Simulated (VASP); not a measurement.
# Sb (P6_3/mmc) in VASP: a series of runs

Sb is run at these levels: PBEsol; tasks: single point, relaxation of cell and atoms.

Everything below comes from runs of VASP 6.6.1. Logs are shortened: lines on timing, memory, paths and dates and some standing lists are left out, and cuts for length are marked.

### Step 1. The cell of the first run

Symmetry: P6_3/mmc, No. 194, hexagonal system. The conventional cell has a = 3.323 Å, b = 3.323 Å, c = 5.524 Å, α = 90.00°, β = 90.00°, γ = 120.00°. Sb (site symmetry -6m2) has 12 Sb at 3.32 to 3.36 Å within 4.4 Å.

### Step 2. Single point, PBEsol

Input file INCAR:

```
PREC     = Accurate       # precision mode
ENCUT    = 520            # plane-wave cutoff, eV
EDIFF    = 1E-7           # SCF threshold, eV
ISMEAR   = 1              # smearing method
SIGMA    = 0.1            # smearing width, eV
LREAL    = False          # projectors in reciprocal space
LASPH    = True           # aspherical terms in the spheres
NELM     = 100            # most SCF steps
ALGO     = Normal         # electronic algorithm
ISIF     = 2              # what is computed and relaxed
LWAVE    = False          # write WAVECAR
LCHARG   = False          # write CHGCAR
GGA      = PS             # functional
NBANDS   = 12             # bands
```

Input file KPOINTS:

```
Automatic mesh
0
Gamma
  15 15 8
```

Input file POSCAR:

```
Sb
1.0
    3.3226975509      0.0000000000      0.0000000000
   -1.6613487754      2.8775404882      0.0000000000
    0.0000000000      0.0000000000      5.5242224381
Sb
2
Direct
    0.3333333333      0.6666666667      0.2500000000
    0.6666666667      0.3333333333      0.7500000000
```

Potentials or basis: VASP PAW PBE potentials, release 64 (Sb).

Launch:

```
$ cat potpaw_PBE.64/Sb/POTCAR > POTCAR
$ mpirun -np 1 vasp_std > vasp.out
```

OUTCAR:

```text
PREC = Accurate
   ENCUT = 520
   EDIFF = 1E-7
   ISMEAR = 1
   LREAL = False
   LASPH = True
   NELM = 100
   ISIF = 2
   GGA = PS

 ion  position               nearest neighbor table
   1  0.333  0.667  0.250-   2 3.36   2 3.36   2 3.36   2 3.36   2 3.36   2 3.36
   2  0.667  0.333  0.750-   1 3.36   1 3.36   1 3.36   1 3.36   1 3.36   1 3.36

  LATTYP: Found a hexagonal cell.
 ALAT       =     3.3226975509
 C/A-ratio  =     1.6625715562

  Lattice vectors:

 A1 = (   3.3226975509,   0.0000000000,   0.0000000000)
 A2 = (  -1.6613487754,   2.8775404882,   0.0000000000)
 A3 = (   0.0000000000,   0.0000000000,   5.5242224381)

Analysis of symmetry for initial positions (statically):
=====================================================================
 Subroutine PRICEL returns:
 Original cell was already a primitive cell.

 Routine SETGRP: Setting up the symmetry group for a
 hexagonal supercell.

 Subroutine GETGRP returns: Found 24 space group operations
 (whereof 12 operations were pure point group operations)
 out of a pool of 24 trial point group operations.

The static configuration has the point symmetry D_3d.
 The point group associated with its full space group is D_6h.

Analysis of symmetry for dynamics (positions and initial velocities):
=====================================================================
 Subroutine PRICEL returns:
 Original cell was already a primitive cell.

 Routine SETGRP: Setting up the symmetry group for a
 hexagonal supercell.

 Subroutine GETGRP returns: Found 24 space group operations
 (whereof 12 operations were pure point group operations)
 out of a pool of 24 trial point group operations.

The dynamic configuration has the point symmetry D_3d.
 The point group associated with its full space group is D_6h.

 Subroutine INISYM returns: Found 24 space group operations
 (whereof 12 operations are pure point group operations),
 and found     1 'primitive' translations

----------------------------------------------------------------------------------------

                                     Primitive cell

  volume of cell :      52.8182

  direct lattice vectors                    reciprocal lattice vectors
     3.322697551  0.000000000  0.000000000     0.300960284  0.173759501  0.000000000
    -1.661348775  2.877540488  0.000000000     0.000000000  0.347519002  0.000000000
     0.000000000  0.000000000  5.524222438     0.000000000  0.000000000  0.181020951

  length of vectors
     3.322697551  3.322697551  5.524222438     0.347519002  0.347519002  0.181020951

  position of ions in fractional coordinates (direct lattice)
     0.333333333  0.666666667  0.250000000
     0.666666667  0.333333333  0.750000000

  ion indices of the primitive-cell ions
   primitive index   ion index
                 1           1
                 2           2

----------------------------------------------------------------------------------------

 KPOINTS: Automatic mesh

Automatic generation of k-mesh.
 Grid dimensions read from file:
 generate k-points for:   15   15    8

 Generating k-lattice:

  Cartesian coordinates                     Fractional coordinates (reciprocal lattice)
     0.020064019  0.011583967  0.000000000     0.066666667 -0.000000000  0.000000000
     0.000000000  0.023167933  0.000000000     0.000000000  0.066666667  0.000000000
     0.000000000  0.000000000  0.022627619     0.000000000  0.000000000  0.125000000

  Length of vectors
     0.023167933  0.023167933  0.022627619

  Shift w.r.t. Gamma in fractional coordinates (k-lattice)
     0.000000000  0.000000000  0.000000000

 Subroutine IBZKPT returns following result:
 ===========================================

 Found    135 irreducible k-points:

 Following reciprocal coordinates:
            Coordinates               Weight
  0.000000  0.000000  0.000000      1.000000
  0.066667 -0.000000  0.000000      6.000000
  0.133333  0.000000  0.000000      6.000000
  0.200000  0.000000  0.000000      6.000000
  0.266667  0.000000  0.000000      6.000000
  0.333333  0.000000  0.000000      6.000000
[... 16 lines left out ...]
  0.333333  0.200000  0.000000     12.000000
  0.400000  0.200000  0.000000      6.000000
 [... further k-points ...]
   k-points           NKPTS =    135   k-points in BZ     NKDIM =    135   number of bands    NBANDS=     12
   number of dos      NEDOS =    301   number of ions     NIONS =      2
   total plane-waves  NPLWV =  32928
   dimension x,y,z NGX =    28 NGY =   28 NGZ =   42
   dimension x,y,z NGXF=    56 NGYF=   56 NGZF=   84
   ions per type =               2
   NGX,Y,Z   is equivalent  to a cutoff of  14.01, 14.01, 12.64 a.u.
   NGXF,Y,Z  is equivalent  to a cutoff of  28.02, 28.02, 25.28 a.u.
 SYSTEM =  unknown system
   PREC   = accura    normal or accurate (medium, high low for compatibility)
   ISTART =      0    job   : 0-new  1-cont  2-samecut
   ICHARG =      2    charge: 1-file 2-atom 10-const
   ISPIN  =      1    spin polarized calculation?
   LNONCOLLINEAR =      F non collinear calculations
   LSORBIT =      F    spin-orbit coupling
   LASPH  =      T    aspherical Exc in radial PAW
   ENCUT  =  520.0 eV  38.22 Ry    6.18 a.u.   6.18  6.18 10.27*2*pi/ulx,y,z
   NELM   =    100;   NELMIN=  2; NELMDL= -5     # of ELM steps
   EDIFF  = 0.1E-06   stopping-criterion for ELM
   LREAL  =      F    real-space projection
   EDIFFG = 0.1E-05   stopping-criterion for IOM
   NSW    =      0    number of steps for IOM
   IBRION =     -1    ionic relax: 0-MD 1-quasi-New 2-CG
   NFREE  =      0    steps in history (QN), initial steepest desc. (CG)
   ISIF   =      2    stress and relaxation
   ISYM   =      2    0-nonsym 1-usesym 2-fastsym
   POTIM  = 0.5000    time-step for ionic-motion
   TEBEG  =    0.0;   TEEND  =   0.0 temperature during run
   PSTRESS=    0.0 pullay stress
   NELECT =      10.0000    total number of electrons
   NUPDOWN=      -1.0000    fix difference up-down
   EMIN   =  10.00;   EMAX   =-10.00  energy-range for DOS
   EFERMI =   0.00;   METHOD = LEGACY
   ISMEAR =     1;   SIGMA  =   0.10  broadening in eV -4-tet -1-fermi 0-gaus
   EFERMI_NEDOS =   21; number of points for ismear=-14 and -15
   IALGO  =     38    algorithm
   IMIX   =      4    mixing-type and parameters
     AMIX     =   0.40;   BMIX     =  1.00
     AMIX_MAG =   1.60;   BMIX_MAG =  1.00
  volume/ion in A,a.u.               =      26.41       178.22
  Fermi-wavevector in a.u.,A,eV,Ry     =   0.940042  1.776421 12.023169  0.883678
  Thomas-Fermi vector in A             =   2.067414
   LORBIT       =      0    0 simple, 1 ext, 2 COOP (PROOUT), +10 PAW based schemes
   GGA     = PS    functional components
   LHFCALC =     F    Hartree Fock is set to
   AEXX    =    0.0000 exact exchange contribution
   IVDW    =     0    specifies the selected vdW correction
   LEPSILON=     F    determine dielectric tensor
   LRPA    =     F    only Hartree local field effects (RPA)
 non-spin polarized calculation
 Methfessel and Paxton  Order N= 1 SIGMA  =   0.10
  energy-cutoff  :      520.00
  volume of cell :       52.82
 maximum number of plane-waves:      1460
 NGX is ok and might be reduce to    28
   NGX = 13   NGY = 13   NGZ = 21

 number of electron      10.0000000 magnetization

 Free energy of the ion-electron system (eV)
  ---------------------------------------------------
  ext. energy  EPLUGINS =         0.00000000
  ---------------------------------------------------
  free energy    TOTEN  =        -8.68147535 eV

  energy without entropy =       -8.68013228  energy(sigma->0) =       -8.68102766

 E-fermi :   8.6810     XC(G=0): -10.4159

 val. band max:        8.6781430516   @ k =   0.3333   0.2000   0.2500
 cond. band min:       8.6815915564   @ k =   0.4000   0.0667   0.3750
 fundamental gap:      0.0034485049
 Fermi energy:         8.6809572908

 k-point     1 :       0.0000    0.0000    0.0000
  band No.  band energies     occupation
      1      -4.4595      2.00000
      2      -0.7651      2.00000
      3       2.6522      2.00000
      4      12.5035      0.00000
      5      12.5035      0.00000
      6      13.8967      0.00000
      7      14.0913      0.00000
      8      14.0913      0.00000
      9      16.6634      0.00000
     10      17.6466      0.00000
     11      18.7515      0.00000
     12      18.7515      0.00000

 k-point     2 :       0.0667   -0.0000    0.0000
  band No.  band energies     occupation
      1      -4.3786      2.00000
      2      -0.6925      2.00000
      3       2.7365      2.00000
      4      11.6310      0.00000
      5      12.1713      0.00000
      6      13.6374      0.00000
      7      13.8442      0.00000
      8      14.1675      0.00000
      9      16.9780      0.00000
     10      17.5081      0.00000
     11      18.6316      0.00000
     12      18.7767      0.00000

 k-point     3 :       0.1333    0.0000    0.0000
  band No.  band energies     occupation
      1      -4.1365      2.00000
      2      -0.4773      2.00000
      3       2.9881      2.00000
      4       9.9402     -0.00000
      5      11.5022      0.00000
      6      12.5019      0.00000
      7      13.6119      0.00000
      8      14.0820      0.00000
      9      16.0107      0.00000
     10      18.0878      0.00000
     11      18.3169      0.00000
     12      18.8462      0.00000
[... 286 lines left out ...]
 k-point    23 :       0.3333    0.2000    0.0000
  band No.  band energies     occupation
      1      -0.7734      2.00000
      2       1.1073      2.00000
      3       4.4551      2.00000
      4       5.7608      2.00000
      5       6.4064      2.00000
      6       7.1281      2.00000
      7       9.0822     -0.00000
      8       9.3710     -0.00000
      9      13.2258      0.00000
     10      17.3596      0.00000
     11      19.8617      0.00000
     12      20.7466      0.00000

 k-point    24 :       0.4000    0.2000    0.0000
  band No.  band energies     occupation
      1      -0.2502      2.00000
      2       0.7805      2.00000
      3       4.3727      2.00000
      4       5.9057      2.00000
      5       6.4862      2.00000
      6       6.9041      2.00000
      7       8.5202      2.04540
      8       9.2693     -0.00000
      9      13.0876      0.00000
     10      17.2978      0.00000
     11      20.2777      0.00000
     12      20.9488      0.00000

 [... further k-points ...]

------------------------ aborting loop because EDIFF is reached ----------------------------------------

  FORCE on cell =-STRESS in cart. coord.  units (eV):
  Direction    XX          YY          ZZ          XY          YZ          ZX
  --------------------------------------------------------------------------------------
  -------------------------------------------------------------------------------------
  Total       -0.2297184     -0.2297184     -0.2088376     -0.0000000     -0.0000000      0.0000000
  in kB       -6.9682379     -6.9682379     -6.3348439     -0.0000000     -0.0000000      0.0000000
  external PRESSURE =      -6.7571066 kB  Pullay stress =       0.0000000 kB

 VOLUME and BASIS-vectors are now :
 -----------------------------------------------------------------------------
  energy-cutoff  :      520.00
  volume of cell :       52.82
      direct lattice vectors                 reciprocal lattice vectors
     3.322697551  0.000000000  0.000000000     0.300960284  0.173759501  0.000000000
    -1.661348775  2.877540488  0.000000000     0.000000000  0.347519002  0.000000000
     0.000000000  0.000000000  5.524222438     0.000000000  0.000000000  0.181020951

 POSITION                                       TOTAL-FORCE (eV/Angst)
 -----------------------------------------------------------------------------------
     -0.00000      1.91836      1.38106         0.000000      0.000000      0.000000
      1.66135      0.95918      4.14317        -0.000000     -0.000000      0.000000
 -----------------------------------------------------------------------------------
    total drift:                                0.000000     -0.000000      0.000000

  FREE ENERGIE OF THE ION-ELECTRON SYSTEM (eV)
  ---------------------------------------------------
  free  energy   TOTEN  =        -8.6814753505 eV

  energy  without entropy=       -8.6801322792  energy(sigma->0) =       -8.68102766
```

It took 83 s on 1 thread of Intel Xeon Platinum 8375C at 2.90GHz (Ice Lake), shared host; peak memory 0.22 GiB.

What came out:

- Free energy: -8.6815 eV
- Pressure: -0.7 GPa
- Band gap on the k mesh: zero (band 5 reaches 13.29 eV, above the bottom of band 6 at 5.30 eV)

Caveat: the PAW data sets were made with another functional, which shifts forces and pressure a little; spin-orbit coupling is left out, which moves the levels of the heavy elements.

### Step 3. Relaxation of cell and atoms, PBEsol

This run uses another cell than the first one, of 26.12 Å³/atom, 0.989 times its volume.

Input file INCAR:

```
SYSTEM = Sb
  PREC = Accurate
  ENCUT = 600
  EDIFF = 1E-6
  ISMEAR = 1
  SIGMA = 0.1
  LREAL = .False.
  LASPH = .True.
  NELM = 80
  ALGO = Normal
  ISIF = 3
  LWAVE = .False.
  LCHARG = .False.
  GGA = PS
  IBRION = 2
  NSW = 80
  EDIFFG = -0.03
```

Input file KPOINTS:

```
Automatic mesh
0
Gamma
  15 15 8
  0 0 0
```

Input file POSCAR:

```
Sb
1.0
    3.3178103360      0.0000000000      0.0000000000
   -1.6589051680      2.8733080359      0.0000000000
    0.0000000000      0.0000000000      5.4795567184
Sb
2
Direct
    0.3333333333      0.6666666667      0.2500000000
    0.6666666667      0.3333333333      0.7500000000
```

Potentials or basis: VASP PAW PBE potentials, release 64 (Sb).

Launch:

```
$ cat potpaw_PBE.64/Sb/POTCAR > POTCAR
$ mpirun -np 1 vasp_std > vasp.out
```

It took 48 s on 1 thread of Intel Xeon Platinum 8375C at 2.90GHz (Ice Lake), shared host; peak memory 0.23 GiB.

The run converged. Its results:

```yaml
Free_energy: -8.6825 eV
Pressure_after_relaxing: 0.0 GPa
Band_gap_on_the_k_mesh: zero (band 5 reaches 13.44 eV, above the bottom of band 6 at 5.40 eV)
```

Stress tensor (GPa, compression positive):
```
-0.01  0.00  0.00
 0.00 -0.01  0.00
 0.00  0.00  0.13
```

Final structure:
```cif
data_structure
_symmetry_space_group_name_H-M 'P 1'
_symmetry_Int_Tables_number 1
_cell_length_a 3.3178
_cell_length_b 3.3178
_cell_length_c 5.4796
_cell_angle_alpha 90.000
_cell_angle_beta 90.000
_cell_angle_gamma 120.000
_cell_volume 52.24
loop_
_atom_site_label
_atom_site_type_symbol
_atom_site_fract_x
_atom_site_fract_y
_atom_site_fract_z
_atom_site_occupancy
Sb1 Sb 0.33333 0.66667 0.25000 1
Sb2 Sb 0.66667 0.33333 0.75000 1
```

Levels at points of the mesh, in eV from the Fermi level:
| k point | band 2 | band 3 | band 4 | band 5 | band 6 | band 7 | band 8 | band 9 |
| --- | --- | --- | --- | --- | --- | --- | --- | --- |
| (0.00, 0.00, 0.00) | -9.40 | -6.08 | 3.81 | 3.81 | 5.41 | 5.44 | 5.44 | 7.96 |
| (0.00, 0.00, 0.50) | -11.99 | -0.99 | -0.99 | 4.62 | 4.62 | 4.62 | 4.62 | 8.85 |

Caveat: the relaxation stopped at its first step, so nothing moved; the PAW data sets were made with another functional, which shifts forces and pressure a little; spin-orbit coupling is left out, which moves the levels of the heavy elements.

### Step 4. Relaxation of cell and atoms, PBEsol

This run uses another cell than the first one, of 30.32 Å³/atom, 1.148 times its volume.

Input file INCAR:

```
ALGO = Normal ; EDIFF = 1E-7
EDIFFG = -0.03 ; ENCUT = 600
GGA = PS ; IBRION = 2
ISIF = 3 ; ISMEAR = 1
LASPH = True ; LCHARG = False
LREAL = False ; LWAVE = False
NELM = 60 ; NSW = 80
PREC = Accurate ; SIGMA = 0.1
```

Input file KPOINTS:

```
k-points
0
Gamma
  14 14 8
```

Input file POSCAR:

```
Sb
1.0
    3.5000000000      0.0000000000      0.0000000000
   -1.7500000000      3.0310889132      0.0000000000
    0.0000000000      0.0000000000      5.7155000000
Sb
2
Direct
    0.3333333333      0.6666666667      0.2500000000
    0.6666666667      0.3333333333      0.7500000000
```

Launch:

```
$ cat potpaw_PBE.64/Sb/POTCAR > POTCAR
$ mpirun -np 1 vasp_std > vasp.out
```

It took 2.5 min on 1 thread of Intel Xeon Platinum 8259CL at 2.50GHz (Skylake/Cascade Lake), shared host; peak memory 0.25 GiB.

It converged, with:

```yaml
Free_energy: -8.6709 eV
Relaxed_volume: 26.15 Å³/atom
Relaxed_cell: a = 3.326 Å, b = 3.326 Å, c = 5.457 Å, α = 90.00°, β = 90.00°, γ = 120.00°
Space_group_after_relaxing_to_0.05_Å: P6_3/mmc (No. 194)
Energy_gained_by_relaxing: 107.2 meV/atom
Ionic_steps: 5
Pressure_after_relaxing: -0.1 GPa
Band_gap_on_the_k_mesh: zero (band 5 reaches 13.35 eV, above the bottom of band 6 at 5.67 eV)
```

Stress tensor (GPa, compression positive):
```
-0.17  0.00  0.00
 0.00 -0.17  0.00
 0.00  0.00  0.11
```

Step by step:
| step | energy change (eV) | largest force (eV/Å) | pressure (GPa) | volume (Å³) |
| --- | --- | --- | --- | --- |
| 1 | 0.0000 | 0.0000 | -7.20 | 60.63 |
| 2 | -0.1784 | 0.0000 | 4.35 | 49.45 |
| 3 | -0.2143 | 0.0000 | -0.07 | 52.30 |
| 4 | -0.2142 | 0.0000 | 0.13 | 52.14 |
| 5 | -0.2144 | 0.0000 | -0.08 | 52.29 |

Final structure:
```yaml
crystal:
  lattice:
    - [3.32648, 0.00000, 0.00000]
    - [-1.66324, 2.88081, 0.00000]
    - [0.00000, 0.00000, 5.45702]
  atoms:
    - { symbol: Sb, position: [0.33333, 0.66667, 0.25000] }
    - { symbol: Sb, position: [0.66667, 0.33333, 0.75000] }
```

Levels at points of the mesh, in eV from the Fermi level:
```csv
k point,band 1,band 2,band 3,band 4,band 5,band 6,band 7,band 8,band 9
"(0.00, 0.00, 0.00)",-13.20,-9.32,-6.05,3.74,3.74,5.40,5.40,5.53,7.88
"(0.50, 0.00, 0.00)",-9.48,-8.16,-4.46,-3.21,-2.38,-0.22,0.39,3.75,4.45
"(0.00, 0.00, 0.50)",-11.95,-11.95,-0.90,-0.90,4.56,4.56,4.56,4.56,8.79
"(0.50, 0.00, 0.50)",-8.57,-8.57,-5.53,-5.53,1.65,1.65,1.81,1.81,5.79
```

Caveat: the PAW data sets were made with another functional, which shifts forces and pressure a little; spin-orbit coupling is left out, which moves the levels of the heavy elements.

### Step 5. Summary

```csv
task,cell,k mesh,cutoff (eV),gap on the mesh (eV),pressure (GPa)
single point,"a = 3.323, b = 3.323, c = 5.524 Å, angles 90.0, 90.0, 120.0°, 2 atoms",15 × 15 × 8,520,none,-0.7
relaxation of cell and atoms,"relaxed from a = 3.318, b = 3.318, c = 5.480 Å, angles 90.0, 90.0, 120.0°, 2 atoms",15 × 15 × 8,600,none,0.0
relaxation of cell and atoms,"relaxed from a = 3.500, b = 3.500, c = 5.715 Å, angles 90.0, 90.0, 120.0°, 2 atoms",14 × 14 × 8,600,none,-0.1
```

Alike in all rows: level PBEsol; potentials or basis VASP PAW PBE potentials, release 64 (Sb); no spin polarisation; smearing methfessel-paxton 0.1 eV.

Caveats: the PAW data sets were made with another functional, which shifts forces and pressure a little; spin-orbit coupling is left out, which moves the levels of the heavy elements; the relaxation stopped at its first step, so nothing moved (some runs).

Total energies depend on the potentials used, so only differences within one code and one set of settings carry meaning.
